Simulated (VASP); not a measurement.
# ZnO (P6_3mc) in VASP: a series of runs

The runs below take ZnO through relaxation of shape and atoms at fixed volume, with revPBE+D3(BJ), RPBE.

Program: VASP 6.6.1. These are calculated values, not measurements. Logs are shortened: lines on timing, memory, paths and dates and some standing lists are left out, and cuts for length are marked.

**1. The cell of the first run**

The structure is hexagonal, space group P6_3mc (No. 186). Conventional cell: a = 3.301 Å, b = 3.301 Å, c = 5.328 Å, α = 90.00°, β = 90.00°, γ = 120.00°. Within 2.7 Å of Zn (site symmetry 3m) lie 4 O at 2.01 to 2.02 Å. Within 2.7 Å of O (site symmetry 3m) lie 4 Zn at 2.01 to 2.02 Å.

**2. Relaxation of shape and atoms at fixed volume, revPBE+D3(BJ) (12.57 Å³/atom)**

Input file INCAR:

```
PREC = Accurate
ENCUT = 600
EDIFF = 1E-6
ISMEAR = 0
SIGMA = 0.05
LREAL = False
LASPH = True
NELM = 80
ALGO = Normal
ISIF = 4
LWAVE = False
LCHARG = False
GGA = RE
IVDW = 12
IBRION = 2
NSW = 60
EDIFFG = -0.01
```

Input file KPOINTS:

```
Automatic mesh
0
Gamma
  8 8 6
```

Input file POSCAR:

```
ZnO
1.0
    3.3009710382      0.0000000000      0.0000000000
   -1.6504855191      2.8587247762      0.0000000000
    0.0000000000      0.0000000000      5.3276514147
Zn O
2 2
Direct
    0.3333333333      0.6666666667      0.0015378783
    0.6666666667      0.3333333333      0.5015378783
    0.3333333333      0.6666666667      0.3805621217
    0.6666666667      0.3333333333      0.8805621217
```

Potentials or basis: VASP PAW PBE potentials, release 64 (Zn, O).

The run is started by

```
$ cat potpaw_PBE.64/Zn/POTCAR potpaw_PBE.64/O/POTCAR > POTCAR
$ mpirun -np 1 vasp_std > vasp.out
```

OUTCAR:

```text
PREC = Accurate
   ENCUT = 600
   EDIFF = 1E-6
   ISMEAR = 0
   LREAL = False
   LASPH = True
   NELM = 80
   ISIF = 4
   GGA = RE
   IVDW = 12
   IBRION = 2
   NSW = 60
   EDIFFG = -0.01
 IVDW          = 12

 ion  position               nearest neighbor table
   1  0.333  0.667  0.002-   4 2.01   4 2.01   4 2.01   3 2.02
   2  0.667  0.333  0.502-   3 2.01   3 2.01   3 2.01   4 2.02
   3  0.333  0.667  0.381-   2 2.01   2 2.01   2 2.01   1 2.02
   4  0.667  0.333  0.881-   1 2.01   1 2.01   1 2.01   2 2.02

  LATTYP: Found a hexagonal cell.
 ALAT       =     3.3009710382
 C/A-ratio  =     1.6139649070

  Lattice vectors:

 A1 = (   3.3009710382,   0.0000000000,   0.0000000000)
 A2 = (  -1.6504855191,   2.8587247762,   0.0000000000)
 A3 = (   0.0000000000,   0.0000000000,   5.3276514147)

Analysis of symmetry for initial positions (statically):
=====================================================================
 Subroutine PRICEL returns:
 Original cell was already a primitive cell.

 Routine SETGRP: Setting up the symmetry group for a
 hexagonal supercell.

 Subroutine GETGRP returns: Found 12 space group operations
 (whereof  6 operations were pure point group operations)
 out of a pool of 24 trial point group operations.

The static configuration has the point symmetry C_3v.
 The point group associated with its full space group is C_6v.

Analysis of symmetry for dynamics (positions and initial velocities):
=====================================================================
 Subroutine PRICEL returns:
 Original cell was already a primitive cell.

 Routine SETGRP: Setting up the symmetry group for a
 hexagonal supercell.

 Subroutine GETGRP returns: Found 12 space group operations
 (whereof  6 operations were pure point group operations)
 out of a pool of 24 trial point group operations.

The dynamic configuration has the point symmetry C_3v.
 The point group associated with its full space group is C_6v.

 Subroutine INISYM returns: Found 12 space group operations
 (whereof  6 operations are pure point group operations),
 and found     1 'primitive' translations

----------------------------------------------------------------------------------------

                                     Primitive cell

  volume of cell :      50.2747

  direct lattice vectors                    reciprocal lattice vectors
     3.300971038  0.000000000  0.000000000     0.302941161  0.174903161  0.000000000
    -1.650485519  2.858724776  0.000000000     0.000000000  0.349806322  0.000000000
[... 93 lines left out ...]
   IBRION =      2    ionic relax: 0-MD 1-quasi-New 2-CG
   NFREE  =      1    steps in history (QN), initial steepest desc. (CG)
   ISIF   =      4    stress and relaxation
   ISYM   =      2    0-nonsym 1-usesym 2-fastsym
   POTIM  = 0.5000    time-step for ionic-motion
   TEBEG  =    0.0;   TEEND  =   0.0 temperature during run
   PSTRESS=    0.0 pullay stress
   NELECT =      36.0000    total number of electrons
   NUPDOWN=      -1.0000    fix difference up-down
   EMIN   =  10.00;   EMAX   =-10.00  energy-range for DOS
   EFERMI =   0.00;   METHOD = LEGACY
   ISMEAR =     0;   SIGMA  =   0.05  broadening in eV -4-tet -1-fermi 0-gaus
   EFERMI_NEDOS =   21; number of points for ismear=-14 and -15
   IALGO  =     38    algorithm
   IMIX   =      4    mixing-type and parameters
     AMIX     =   0.40;   BMIX     =  1.00
     AMIX_MAG =   1.60;   BMIX_MAG =  1.00
  volume/ion in A,a.u.               =      12.57        84.82
  Fermi-wavevector in a.u.,A,eV,Ry     =   1.464623  2.767735 29.186118  2.145119
  Thomas-Fermi vector in A             =   2.580577
   LORBIT       =      0    0 simple, 1 ext, 2 COOP (PROOUT), +10 PAW based schemes
   GGA     = RE    functional components
   LHFCALC =     F    Hartree Fock is set to
   AEXX    =    0.0000 exact exchange contribution
   IVDW    =    12    specifies the selected vdW correction
   LEPSILON=     F    determine dielectric tensor
   LRPA    =     F    only Hartree local field effects (RPA)
 conjugate gradient relaxation of ions
 non-spin polarized calculation
 Gauss-broadening in eV      SIGMA  =   0.05
  energy-cutoff  :      600.00
  volume of cell :       50.27
 maximum number of plane-waves:      1713
 NGX is ok and might be reduce to    28
   NGX = 13   NGY = 13   NGZ = 21

 number of electron      36.0000010 magnetization

 Free energy of the ion-electron system (eV)
  ---------------------------------------------------
  ext. energy  EPLUGINS =         0.00000000
  ---------------------------------------------------
  free energy    TOTEN  =       -16.57077133 eV

  energy without entropy =      -16.57077133  energy(sigma->0) =      -16.57077133

 E-fermi :   1.1490     XC(G=0): -10.4267

 val. band max:        0.8625308173   @ k =   0.0000   0.0000   0.0000
 cond. band min:       1.6320046290   @ k =   0.0000   0.0000   0.0000
 fundamental gap:      0.7694738118
 Fermi energy:         1.1489964945

 k-point     1 :       0.0000    0.0000    0.0000
  band No.  band energies     occupation
      1     -16.8725      2.00000
      2     -16.2438      2.00000
      3      -4.5798      2.00000
      4      -4.5798      2.00000
      5      -4.5432      2.00000
      6      -4.4031      2.00000
[... 589 lines left out ...]
     21       9.2059      0.00000
     22       9.4096      0.00000

 [... further k-points ...]

------------------------ aborting loop because EDIFF is reached ----------------------------------------

 Edisp (eV)   -1.66873

 E8    (eV) :    -1.0905

  FORCE on cell =-STRESS in cart. coord.  units (eV):
  Direction    XX          YY          ZZ          XY          YZ          ZX
  --------------------------------------------------------------------------------------
  -------------------------------------------------------------------------------------
  Total      -1.27735    -1.27735    -1.24308     0.00000     0.00000     0.00000
  in kB     -40.70722   -40.70722   -39.61495     0.00000     0.00000     0.00000
  external pressure =      -40.34 kB  Pullay stress =        0.00 kB

 VOLUME and BASIS-vectors are now :
 -----------------------------------------------------------------------------
  energy-cutoff  :      600.00
  volume of cell :       50.27
      direct lattice vectors                 reciprocal lattice vectors
     3.300971038  0.000000000  0.000000000     0.302941161  0.174903161  0.000000000
    -1.650485519  2.858724776  0.000000000     0.000000000  0.349806322  0.000000000
     0.000000000  0.000000000  5.327651415     0.000000000  0.000000000  0.187699968

 POSITION                                       TOTAL-FORCE (eV/Angst)
 -----------------------------------------------------------------------------------
     -0.00000      1.90582      0.00819        -0.000000      0.000000      0.001519
      1.65049      0.95291      2.67202         0.000000     -0.000000      0.001519
     -0.00000      1.90582      2.02750         0.000000      0.000000     -0.001519
      1.65049      0.95291      4.69133         0.000000     -0.000000     -0.001519
 -----------------------------------------------------------------------------------
    total drift:                                0.000000      0.000001     -0.000637

  FREE ENERGIE OF THE ION-ELECTRON SYSTEM (eV)
  ---------------------------------------------------
  free  energy   TOTEN  =       -18.2394980292 eV

  energy  without entropy=      -18.2394980292  energy(sigma->0) =      -18.23949803

 reached required accuracy - stopping structural energy minimisation
```

OSZICAR:

```text
N       E                     dE             d eps       ncg     rms          rms(c)
DAV:   1     0.307363837650E+03    0.30736E+03   -0.20529E+04  1776   0.259E+03
DAV:   2     0.141378665237E+02   -0.29323E+03   -0.28264E+03  1916   0.466E+02
DAV:   3    -0.191049286680E+02   -0.33243E+02   -0.32919E+02  2006   0.162E+02
DAV:   4    -0.198259008759E+02   -0.72097E+00   -0.71980E+00  1988   0.254E+01
DAV:   5    -0.198315132363E+02   -0.56124E-02   -0.56122E-02  2000   0.218E+00    0.139E+01
DAV:   6    -0.164212144714E+02    0.34103E+01   -0.12171E+01  3034   0.739E+01    0.829E+00
DAV:   7    -0.165949296646E+02   -0.17372E+00   -0.26780E+00  1926   0.198E+01    0.496E+00
DAV:   8    -0.166271594070E+02   -0.32230E-01   -0.79245E-01  2646   0.912E+00    0.176E+00
DAV:   9    -0.165665279483E+02    0.60631E-01   -0.18532E-01  2746   0.792E+00    0.319E-01
DAV:  10    -0.165706161731E+02   -0.40882E-02   -0.57093E-02  1778   0.174E+00    0.174E-01
DAV:  11    -0.165706849279E+02   -0.68755E-04   -0.14882E-03  2300   0.442E-01    0.466E-02
DAV:  12    -0.165707748406E+02   -0.89913E-04   -0.13236E-04  1982   0.147E-01    0.451E-02
DAV:  13    -0.165707708218E+02    0.40188E-05   -0.81609E-05  2318   0.154E-01    0.128E-02
DAV:  14    -0.165707716238E+02   -0.80197E-06   -0.23772E-05  1972   0.609E-02    0.376E-03
DAV:  15    -0.165707713322E+02    0.29159E-06   -0.24701E-06  1498   0.172E-02
   1 F= -.18239498E+02 E0= -.18239498E+02  d E =-.182395E+02
```

CONTCAR:

```text
ZnO
   1.00000000000000
     3.3009710382000002    0.0000000000000000    0.0000000000000000
    -1.6504855191000001    2.8587247761999999    0.0000000000000000
     0.0000000000000000    0.0000000000000000    5.3276514147000000
  Zn              O
     2     2
Direct
     0.3333333332999970    0.6666666667000030    0.0015378782999989
     0.6666666667000030    0.3333333332999970    0.5015378782999989
     0.3333333332999970    0.6666666667000030    0.3805621217000024
     0.6666666667000030    0.3333333332999970    0.8805621217000024

  0.00000000E+00  0.00000000E+00  0.00000000E+00
  0.00000000E+00  0.00000000E+00  0.00000000E+00
  0.00000000E+00  0.00000000E+00  0.00000000E+00
  0.00000000E+00  0.00000000E+00  0.00000000E+00
```

Wall time 54 s (1 thread of Intel Xeon Platinum 8488C (Sapphire Rapids), shared host); peak memory 0.21 GiB.

Results:

| Quantity | Value |
| --- | --- |
| Free energy | -18.2395 eV |
| Pressure after relaxing | -4.0 GPa |
| Band gap on the k mesh | 0.77 eV |
| Dispersion energy per atom | -0.417 eV |

Final structure:
```yaml
crystal:
  lattice:
    - [3.30097, 0.00000, 0.00000]
    - [-1.65049, 2.85872, 0.00000]
    - [0.00000, 0.00000, 5.32765]
  atoms:
    - { symbol: Zn, position: [0.33333, 0.66667, 0.00154] }
    - { symbol: Zn, position: [0.66667, 0.33333, 0.50154] }
    - { symbol: O, position: [0.33333, 0.66667, 0.38056] }
    - { symbol: O, position: [0.66667, 0.33333, 0.88056] }
```

Levels at points of the mesh, in eV from the valence-band top:
```csv
k point,band 15,band 16,band 17,band 18,band 19,band 20,band 21,band 22
"(0.00, 0.00, 0.00)",-0.73,-0.07,0.00,0.00,0.77,5.10,8.09,12.70
"(0.50, 0.00, 0.00)",-2.65,-2.08,-1.19,-0.77,5.60,6.89,7.59,8.20
"(0.00, 0.00, 0.50)",-0.36,-0.36,-0.36,-0.36,3.38,3.38,9.92,9.92
"(0.50, 0.00, 0.50)",-1.39,-1.39,-1.28,-1.28,5.68,5.68,8.19,8.19
```

Caveat: the relaxation stopped at its first step, so nothing moved; the PAW data sets were made with another functional, which shifts forces and pressure a little.

**3. Relaxation of shape and atoms at fixed volume, RPBE (12.65 Å³/atom)**

This run uses another cell than the first one, of 12.65 Å³/atom.

Input file INCAR:

```
ALGO     = Normal         # electronic algorithm
EDIFF    = 1E-6           # SCF threshold, eV
EDIFFG   = -0.04          # ionic threshold
ENCUT    = 600            # plane-wave cutoff, eV
GGA      = RP             # functional
IBRION   = 2              # ionic algorithm
ISIF     = 4              # what is computed and relaxed
ISMEAR   = 0              # smearing method
LASPH    = T              # aspherical terms in the spheres
LCHARG   = F              # write CHGCAR
LREAL    = F              # projectors in reciprocal space
LWAVE    = F              # write WAVECAR
NELM     = 100            # most SCF steps
NSW      = 60             # ionic steps
PREC     = Accurate       # precision mode
SIGMA    = 0.05           # smearing width, eV
```

Input file KPOINTS:

```
k-points
0
Gamma
  8 8 6
```

Input file POSCAR:

```
ZnO
1.0
    3.3093379584      0.0000000000      0.0000000000
   -1.6546689792      2.8659707417      0.0000000000
    0.0000000000      0.0000000000      5.3362518018
Zn O
2 2
Direct
    0.3333333333      0.6666666667      0.0014489168
    0.6666666667      0.3333333333      0.5014489168
    0.3333333333      0.6666666667      0.3806510832
    0.6666666667      0.3333333333      0.8806510832
```

Potentials or basis: VASP PAW PBE potentials, release 64 (Zn, O).

The run is started by

```
$ cat potpaw_PBE.64/Zn/POTCAR potpaw_PBE.64/O/POTCAR > POTCAR
$ mpirun -np 1 vasp_std > vasp.out
```

OUTCAR:

```text
EDIFF = 1E-6
   EDIFFG = -0.04
   ENCUT = 600
   GGA = RP
   IBRION = 2
   ISIF = 4
   ISMEAR = 0
   LASPH = T
   LREAL = F
   NELM = 100
   NSW = 60
   PREC = Accurate

 ion  position               nearest neighbor table
   1  0.333  0.667  0.001-   4 2.02   4 2.02   4 2.02   3 2.02
   2  0.667  0.333  0.501-   3 2.02   3 2.02   3 2.02   4 2.02
   3  0.333  0.667  0.381-   2 2.02   2 2.02   2 2.02   1 2.02
   4  0.667  0.333  0.881-   1 2.02   1 2.02   1 2.02   2 2.02

  LATTYP: Found a hexagonal cell.
 ALAT       =     3.3093379584
 C/A-ratio  =     1.6124831821

  Lattice vectors:

 A1 = (   3.3093379584,   0.0000000000,   0.0000000000)
 A2 = (  -1.6546689792,   2.8659707417,   0.0000000000)
 A3 = (   0.0000000000,   0.0000000000,   5.3362518018)

Analysis of symmetry for initial positions (statically):
=====================================================================
 Subroutine PRICEL returns:
 Original cell was already a primitive cell.

 Routine SETGRP: Setting up the symmetry group for a
 hexagonal supercell.

 Subroutine GETGRP returns: Found 12 space group operations
 (whereof  6 operations were pure point group operations)
[... 175 lines left out ...]
 cond. band min:       1.6428531797   @ k =   0.0000   0.0000   0.0000
 fundamental gap:      0.7878470847
 Fermi energy:         1.1446540435

 k-point     1 :       0.0000    0.0000    0.0000
  band No.  band energies     occupation
      1     -16.8514      2.00000
      2     -16.2347      2.00000
      3      -4.5558      2.00000
      4      -4.5558      2.00000
      5      -4.5179      2.00000
      6      -4.3813      2.00000
[... 589 lines left out ...]
     21       9.1935      0.00000
     22       9.3993      0.00000

 [... further k-points ...]

------------------------ aborting loop because EDIFF is reached ----------------------------------------

  FORCE on cell =-STRESS in cart. coord.  units (eV):
  Direction    XX          YY          ZZ          XY          YZ          ZX
  --------------------------------------------------------------------------------------
  -------------------------------------------------------------------------------------
  Total        0.5534590      0.5534590      0.5832930      0.0000000      0.0000000      0.0000000
  in kB       17.5205149     17.5205149     18.4649507      0.0000000      0.0000000      0.0000000
  external PRESSURE =      17.8353268 kB  Pullay stress =       0.0000000 kB

 VOLUME and BASIS-vectors are now :
 -----------------------------------------------------------------------------
  energy-cutoff  :      600.00
  volume of cell :       50.61
      direct lattice vectors                 reciprocal lattice vectors
     3.309337958  0.000000000  0.000000000     0.302175242  0.174460958  0.000000000
    -1.654668979  2.865970742  0.000000000     0.000000000  0.348921915  0.000000000
     0.000000000  0.000000000  5.336251802     0.000000000  0.000000000  0.187397454

 POSITION                                       TOTAL-FORCE (eV/Angst)
 -----------------------------------------------------------------------------------
     -0.00000      1.91065      0.00773        -0.000000      0.000000     -0.005878
      1.65467      0.95532      2.67586         0.000000      0.000000     -0.005878
     -0.00000      1.91065      2.03125        -0.000000      0.000000      0.005878
      1.65467      0.95532      4.69938        -0.000000      0.000000      0.005878
 -----------------------------------------------------------------------------------
    total drift:                                0.000000      0.000001     -0.000807

  FREE ENERGIE OF THE ION-ELECTRON SYSTEM (eV)
  ---------------------------------------------------
  free  energy   TOTEN  =       -16.3762114382 eV

  energy  without entropy=      -16.3762114382  energy(sigma->0) =      -16.37621144

 reached required accuracy - stopping structural energy minimisation
```

OSZICAR:

```text
N       E                     dE             d eps       ncg     rms          rms(c)
DAV:   1     0.308720317052E+03    0.30872E+03   -0.20502E+04  1760   0.258E+03
DAV:   2     0.141959967312E+02   -0.29452E+03   -0.28290E+03  1918   0.469E+02
DAV:   3    -0.189758158884E+02   -0.33172E+02   -0.32928E+02  2060   0.162E+02
DAV:   4    -0.196532808152E+02   -0.67746E+00   -0.67682E+00  1952   0.250E+01
DAV:   5    -0.196585848900E+02   -0.53041E-02   -0.53039E-02  1994   0.211E+00    0.139E+01
DAV:   6    -0.162184807933E+02    0.34401E+01   -0.12255E+01  3026   0.739E+01    0.821E+00
DAV:   7    -0.163959840454E+02   -0.17750E+00   -0.26983E+00  1932   0.198E+01    0.491E+00
DAV:   8    -0.164309436215E+02   -0.34960E-01   -0.77930E-01  2646   0.909E+00    0.174E+00
DAV:   9    -0.163716996595E+02    0.59244E-01   -0.18507E-01  2744   0.793E+00    0.307E-01
DAV:  10    -0.163759778538E+02   -0.42782E-02   -0.56730E-02  1772   0.173E+00    0.181E-01
DAV:  11    -0.163761108015E+02   -0.13295E-03   -0.14053E-03  2164   0.390E-01    0.547E-02
DAV:  12    -0.163762076031E+02   -0.96802E-04   -0.13771E-04  1934   0.107E-01    0.457E-02
DAV:  13    -0.163762113402E+02   -0.37370E-05   -0.93549E-05  2250   0.134E-01    0.114E-02
DAV:  14    -0.163762115384E+02   -0.19825E-06   -0.21392E-05  1978   0.563E-02    0.353E-03
DAV:  15    -0.163762114382E+02    0.10019E-06   -0.25076E-06  1508   0.170E-02
   1 F= -.16376211E+02 E0= -.16376211E+02  d E =-.163762E+02
```

Wall time 55 s (1 thread of Intel Xeon Platinum 8488C (Sapphire Rapids), shared host); peak memory 0.2 GiB.

What came out:

| Property | Result |
| --- | --- |
| Free energy | -16.3762 eV |
| Pressure after relaxing | 1.8 GPa |
| Largest force after relaxing | 0.006 eV/Å |
| Band gap on the k mesh | 0.79 eV |

Forces in eV/Å, atoms in the order of the input:
```
Zn   0.000  0.000 -0.006
Zn   0.000  0.000 -0.006
O    0.000  0.000  0.006
O    0.000  0.000  0.006
```

Stress tensor (GPa, compression positive):
```
1.75 0.00 0.00
0.00 1.75 0.00
0.00 0.00 1.85
```

Final structure:
```
Zn O
1.0
     3.30934    0.00000    0.00000
    -1.65467    2.86597    0.00000
     0.00000    0.00000    5.33625
Zn O
2 2
Direct
  0.33333 0.66667 0.00145
  0.66667 0.33333 0.50145
  0.33333 0.66667 0.38065
  0.66667 0.33333 0.88065
```

Caveat: the relaxation stopped at its first step, so nothing moved; the PAW data sets were made with another functional, which shifts forces and pressure a little.

(Continued in part 2 of 2.)
